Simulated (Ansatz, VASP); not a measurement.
# Two plane-wave programs on Si4BW

File INCAR:

```
  ALGO = Normal
  EDIFF = 1E-6
  EDIFFG = -0.01
  ENCUT = 600
  GGA = PE
  IBRION = 2
  ISIF = 3
  ISMEAR = 0
  LASPH = T
  LCHARG = F
  LREAL = F
  LWAVE = F
  NELM = 60
  NSW = 100
  PREC = Accurate
  SIGMA = 0.1
```

The input KPOINTS:

```
k-points
0
Gamma
  8 8 12
```

POSCAR

```
Si4BW
1.0
    5.5339265223      0.0000000000      0.0000000000
    0.0000000000      5.5339265223      0.0000000000
    0.0000000000      0.0000000000      3.1015437732
Si B W
4 1 1
Direct
    0.2506378540      0.2506378540      0.0000000000
    0.7493621460      0.7493621460      0.0000000000
    0.7493621460      0.2506378540      0.0000000000
    0.2506378540      0.7493621460      0.0000000000
    0.5000000000      0.5000000000      0.0000000000
    0.0000000000      0.0000000000      0.5000000000
```

Input for Ansatz:

```yaml
crystal:
  lattice:
    - [5.5339265223, 0.0, 0.0]
    - [0.0, 5.5339265223, 0.0]
    - [0.0, 0.0, 3.1015437732]
  atoms:
    - { symbol: Si, position: [0.250637854, 0.250637854, 0.0] }
    - { symbol: Si, position: [0.749362146, 0.749362146, 0.0] }
    - { symbol: Si, position: [0.749362146, 0.250637854, 0.0] }
    - { symbol: Si, position: [0.250637854, 0.749362146, 0.0] }
    - { symbol: B, position: [0.5, 0.5, 0.0] }
    - { symbol: W, position: [0.0, 0.0, 0.5] }
basis:
  ecutwfc: 420
kpoints:
  mp_grid: { grid: [8, 8, 12] }
hamiltonian:
  xc: pbe
scf:
  occupations: { method: gaussian, width: 0.1 }
output:
  forces: true
  stress: true
  eigenvalues: true
  write_density: true
  write_potential: true
  elf: true
  volumetric_format: npy
relax:
  adjacent_minimum: "off"
  f_tol: 0.01
  max_steps: 80
  cell: { stress_tol: 0.05 }
```

Alike in both runs: task relaxation of cell and atoms; functional PBE; k mesh 8 × 8 × 12; occupations gaussian, width 0.1 eV; no spin polarisation.

```csv
,VASP,Ansatz
version,VASP 6.6.1,Ansatz 0.2.0
potentials or method,"VASP PAW PBE potentials, release 64 (Si, B, W_sv), cutoff 600 eV","scalar-relativistic, plane waves, PAW"
valence electrons in the cell,33,33
```

```tsv
	VASP	Ansatz	Ansatz less VASP
gap on the k mesh at the Fermi level, each at its own relaxed structure (eV)	none	none	-
relaxed volume (Å³/atom)	15.75	15.75	-0.002
relaxed length of the cell vector where the two differ most in proportion (Å)	3.046	3.045	-0.0013
```

A gap of «none» marks a metal or a gap that the smearing closes.

Spin-orbit coupling is off throughout.
